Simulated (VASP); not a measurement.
# InP (F-43m) in VASP: a series of runs, part 2 of 2

VASP 6.6.1. The steps go on from the part before.

## (4) Dielectric tensor, PBEsol

Input file INCAR:

```
PREC = Accurate
ENCUT = 520
EDIFF = 1E-8
ISMEAR = 0
SIGMA = 0.01
LREAL = False
LASPH = True
NELM = 100
ALGO = Normal
ISIF = 2
LWAVE = False
LCHARG = False
GGA = PS
LEPSILON = True
```

Input file KPOINTS:

```
regular mesh
0
Gamma
  8 8 8
```

Input file POSCAR:

```
InP
1.0
    0.0000000000      2.9305000000      2.9305000000
    2.9305000000      0.0000000000      2.9305000000
    2.9305000000      2.9305000000      0.0000000000
In P
1 1
Direct
    0.0000000000      0.0000000000      0.0000000000
    0.7500000000      0.7500000000      0.7500000000
```

Potentials or basis: VASP PAW PBE potentials, release 64 (In_d, P).

Started as:

```sh
$ cat potpaw_PBE.64/In_d/POTCAR potpaw_PBE.64/P/POTCAR > POTCAR
$ mpirun -np 1 vasp_std > vasp.out
```

OUTCAR:

```text
PREC = Accurate
   ENCUT = 520
   EDIFF = 1E-8
   ISMEAR = 0
   LREAL = False
   LASPH = True
   NELM = 100
   ISIF = 2
   GGA = PS
   LEPSILON = True

 ion  position               nearest neighbor table
   1  0.000  0.000  0.000-   2 2.54   2 2.54   2 2.54   2 2.54
   2  0.750  0.750  0.750-   1 2.54   1 2.54   1 2.54   1 2.54

  LATTYP: Found a face centered cubic cell.
 ALAT       =     5.8610000000

  Lattice vectors:

 A1 = (   0.0000000000,   2.9305000000,   2.9305000000)
 A2 = (   2.9305000000,   0.0000000000,   2.9305000000)
 A3 = (   2.9305000000,   2.9305000000,   0.0000000000)

Analysis of symmetry for initial positions (statically):
=====================================================================
 Subroutine PRICEL returns:
 Original cell was already a primitive cell.

 Routine SETGRP: Setting up the symmetry group for a
 face centered cubic supercell.

 Subroutine GETGRP returns: Found 24 space group operations
 (whereof 24 operations were pure point group operations)
 out of a pool of 48 trial point group operations.

The static configuration has the point symmetry T_d .

Analysis of symmetry for dynamics (positions and initial velocities):
=====================================================================
 Subroutine PRICEL returns:
 Original cell was already a primitive cell.

 Routine SETGRP: Setting up the symmetry group for a
 face centered cubic supercell.

 Subroutine GETGRP returns: Found 24 space group operations
 (whereof 24 operations were pure point group operations)
 out of a pool of 48 trial point group operations.

The dynamic configuration has the point symmetry T_d .

 Subroutine INISYM returns: Found 24 space group operations
 (whereof 24 operations are pure point group operations),
 and found     1 'primitive' translations

----------------------------------------------------------------------------------------

                                     Primitive cell

  volume of cell :      50.3333

  direct lattice vectors                    reciprocal lattice vectors
     0.000000000  2.930500000  2.930500000    -0.170619348  0.170619348  0.170619348
     2.930500000  0.000000000  2.930500000     0.170619348 -0.170619348  0.170619348
     2.930500000  2.930500000  0.000000000     0.170619348  0.170619348 -0.170619348

  length of vectors
     4.144352845  4.144352845  4.144352845     0.295521380  0.295521380  0.295521380

  position of ions in fractional coordinates (direct lattice)
     0.000000000  0.000000000  0.000000000
     0.750000000  0.750000000  0.750000000

  ion indices of the primitive-cell ions
   primitive index   ion index
                 1           1
                 2           2

----------------------------------------------------------------------------------------

 KPOINTS: regular mesh

Automatic generation of k-mesh.
[... 491 lines left out ...]
      7      -0.5161      2.00000
      8       2.3506      2.00000
      9       3.4320      2.00000
     10       8.1956      0.00000
     11       9.1651      0.00000
     12      10.9103      0.00000
     13      12.2289      0.00000

 [... further k-points ...]

  FORCE on cell =-STRESS in cart. coord.  units (eV):
  Direction    XX          YY          ZZ          XY          YZ          ZX
  --------------------------------------------------------------------------------------
  -------------------------------------------------------------------------------------
  Total        0.1841364      0.1841364      0.1841364      0.0000000      0.0000000      0.0000000
  in kB        5.8613150      5.8613150      5.8613150      0.0000000      0.0000000      0.0000000
  external PRESSURE =       5.8613150 kB  Pullay stress =       0.0000000 kB

 VOLUME and BASIS-vectors are now :
 -----------------------------------------------------------------------------
  energy-cutoff  :      520.00
  volume of cell :       50.33
      direct lattice vectors                 reciprocal lattice vectors
     0.000000000  2.930500000  2.930500000    -0.170619348  0.170619348  0.170619348
     2.930500000  0.000000000  2.930500000     0.170619348 -0.170619348  0.170619348
     2.930500000  2.930500000  0.000000000     0.170619348  0.170619348 -0.170619348

 POSITION                                       TOTAL-FORCE (eV/Angst)
 -----------------------------------------------------------------------------------
      0.00000      0.00000      0.00000        -0.000000     -0.000000     -0.000000
      4.39575      4.39575      4.39575         0.000000      0.000000      0.000000
 -----------------------------------------------------------------------------------
    total drift:                                0.000000      0.000000     -0.000000

  FREE ENERGIE OF THE ION-ELECTRON SYSTEM (eV)
  ---------------------------------------------------
  free  energy   TOTEN  =        -9.1538577007 eV

  energy  without entropy=       -9.1538577007  energy(sigma->0) =       -9.15385770

 HEAD OF MICROSCOPIC STATIC DIELECTRIC TENSOR (INDEPENDENT PARTICLE, excluding Hartree and local field effects)
 ------------------------------------------------------
          17.678751     0.000000    -0.000000
           0.000000    17.678751     0.000000
          -0.000000     0.000000    17.678751
 ------------------------------------------------------

 Free energy of the ion-electron system (eV)
  ---------------------------------------------------
  ---------------------------------------------------
  free energy    TOTEN  =        -2.36721960 eV

  energy without entropy =       -2.36721960

------------------------ aborting loop because EDIFF is reached ----------------------------------------

--------------------------------------- Ionic step        2  -------------------------------------------

------------------------ aborting loop because EDIFF is reached ----------------------------------------

--------------------------------------- Ionic step        3  -------------------------------------------

 Free energy of the ion-electron system (eV)
  ---------------------------------------------------
  ---------------------------------------------------
  free energy    TOTEN  =        -2.36722001 eV

  energy without entropy =       -2.36722001

------------------------ aborting loop because EDIFF is reached ----------------------------------------

 PIEZOELECTRIC TENSOR FIELD DIRECTION 3  (e Angst)
 -----------------------------------------------------------------------------
    -0.00064  2.76522  0.00000           (  0.00000  0.02942  0.00000)
     2.76522 -0.00064  0.00000           (  0.02942  0.00000  0.00000)
     0.00000  0.00000 -0.00090           (  0.00000  0.00000 -0.00000)

 PIEZOELECTRIC TENSOR FIELD DIRECTION 3  (C/m^2)
 -----------------------------------------------------------------------------
    -0.00020  0.88021  0.00000
     0.88021 -0.00020  0.00000
     0.00000  0.00000 -0.00029

 MACROSCOPIC STATIC DIELECTRIC TENSOR (including local field effects in DFT)
 ------------------------------------------------------
          17.169676     0.000000    -0.000000
           0.000000    17.169676    -0.000000
           0.000000     0.000000    17.169676
 ------------------------------------------------------

 PIEZOELECTRIC TENSOR (including local field effects)  for field in x, y, z        (e  Angst)
          XX          YY          ZZ          XY          YZ          ZX
  --------------------------------------------------------------------------------
  x     0.00000    -0.00000    -0.00000     0.00000     2.77485     0.00000
  y     0.00000    -0.00000    -0.00000     0.00000     0.00000     2.77485
  z    -0.00000     0.00000     0.00000     2.77485     0.00000     0.00000

 PIEZOELECTRIC TENSOR (including local field effects)  for field in x, y, z        (C/m^2)
          XX          YY          ZZ          XY          YZ          ZX
  --------------------------------------------------------------------------------
  x     0.00000    -0.00000    -0.00000     0.00000     0.88327     0.00000
  y     0.00000    -0.00000    -0.00000     0.00000     0.00000     0.88327
  z    -0.00000     0.00000     0.00000     0.88327     0.00000     0.00000

 BORN EFFECTIVE CHARGES (including local field effects) (in |e|, cummulative output)
 ---------------------------------------------------------------------------------
 ion    1
    1     2.63893     0.00000    -0.00000
    2     0.00000     2.63893     0.00000
    3     0.00000     0.00000     2.63893
 ion    2
    1    -2.63893    -0.00000     0.00000
    2    -0.00000    -2.63893     0.00000
    3     0.00000    -0.00000    -2.63893
```

stdout:

```text
POSCAR found type information on POSCAR InP
 POSCAR found :  2 types and       2 ions
 scaLAPACK will be used
 -----------------------------------------------------------------------------
|                                                                             |
|                                                                             |
|     You enforced a specific xc type in the INCAR file but a different       |
[... 28 lines left out ...]
  Direction:   1
 dielectric tensor                  component  1 :    17.170     3.712     1.469
 Linear response to external field, progress :
  Direction:   2
 dielectric tensor                  component  2 :     3.631    17.170     1.359
 Linear response to external field, progress :
  Direction:   3
 dielectric tensor                  component  3 :     2.912     2.269    17.170
 Born effective charges drift removed
```

Run time: 8.2 min. Hardware: 1 thread of Intel Xeon Platinum 8259CL at 2.50GHz (Skylake/Cascade Lake), shared host; peak memory 0.32 GiB.

Results:

| Quantity | Value |
| --- | --- |
| Band gap on the k mesh | 0.61 eV, direct |
| Electronic dielectric tensor (diagonal) | 17.17 |
| Born charges (mean of the diagonal) | In +2.64; P -2.64 e |

Levels at points of the mesh, in eV from the valence-band top:
```
           k point  band 7  band 8  band 9  band 10  band 11  band 12
(0.00, 0.00, 0.00)    0.00    0.00    0.00     0.61     4.02     4.02
(0.50, 0.00, 0.00)   -5.80   -0.99   -0.99     1.40     4.74     4.74
(0.50, 0.50, 0.00)   -5.82   -2.35   -2.35     1.63     2.16     9.09
```

Electronic dielectric tensor:
```
17.17  0.00  0.00
 0.00 17.17  0.00
 0.00  0.00 17.17
```

Born effective charge tensors (e):
atom 1, In
```
2.64 0.00 0.00
0.00 2.64 0.00
0.00 0.00 2.64
```
atom 2, P
```
-2.64  0.00  0.00
 0.00 -2.64  0.00
 0.00  0.00 -2.64
```

Caveat: the gap is small at this level, which inflates the dielectric constant; the PAW data sets were made with another functional, which shifts forces and pressure a little; spin-orbit coupling is left out, which moves the levels of the heavy elements. Expect the measured gap to be larger: semilocal functionals such as PBEsol lack the derivative discontinuity.

## (5) Elastic constants, LDA

Input file INCAR:

```
ALGO = Normal ; EDIFF = 1E-8
ENCUT = 600 ; IBRION = 6
ISIF = 3 ; ISMEAR = -1
LASPH = T ; LCHARG = F
LREAL = F ; LWAVE = F
NBANDS = 16 ; NELM = 60
NFREE = 2 ; NSW = 1
POTIM = 0.015 ; PREC = Accurate
SIGMA = 0.05
```

Input file KPOINTS:

```
k-points
0
Gamma
  6 6 6
```

POSCAR is that of step 4.

Potentials or basis: VASP PAW LDA potentials, release 64 (In_d, P).

Started as:

```sh
$ cat potpaw_LDA.64/In_d/POTCAR potpaw_LDA.64/P/POTCAR > POTCAR
$ mpirun -np 1 vasp_std > vasp.out
```

Run time: 9 min. Hardware: 1 thread of Intel Xeon 6975P-C, shared host; peak memory 0.26 GiB.

Results (log left out):

| Quantity | Value |
| --- | --- |
| Elastic constants C11, C12, C44 | 97, 52, 45 GPa |
| Voigt bulk modulus | 67 GPa |
| Highest phonon frequency at Γ, LO-TO splitting left out | 296 cm⁻¹ |

Phonon frequencies in cm⁻¹ (negative: imaginary):
| q point | frequencies |
| --- | --- |
| (0.000, 0.000, 0.000) | 0 0 0 296 296 296 |

Elastic tensor in Voigt notation (GPa, in the Cartesian axes of the cell as first typed):
```
97 52 52  0  0  0
52 97 52  0  0  0
52 52 97  0  0  0
 0  0  0 45  0  0
 0  0  0  0 45  0
 0  0  0  0  0 45
```

Clamped-ion elastic tensor (GPa):
```
97 52 52  0  0  0
52 97 52  0  0  0
52 52 97  0  0  0
 0  0  0 68  0  0
 0  0  0  0 68  0
 0  0  0  0  0 68
```

Caveat: the cell is under stress, which shifts elastic constants; spin-orbit coupling is left out, which moves the levels of the heavy elements.
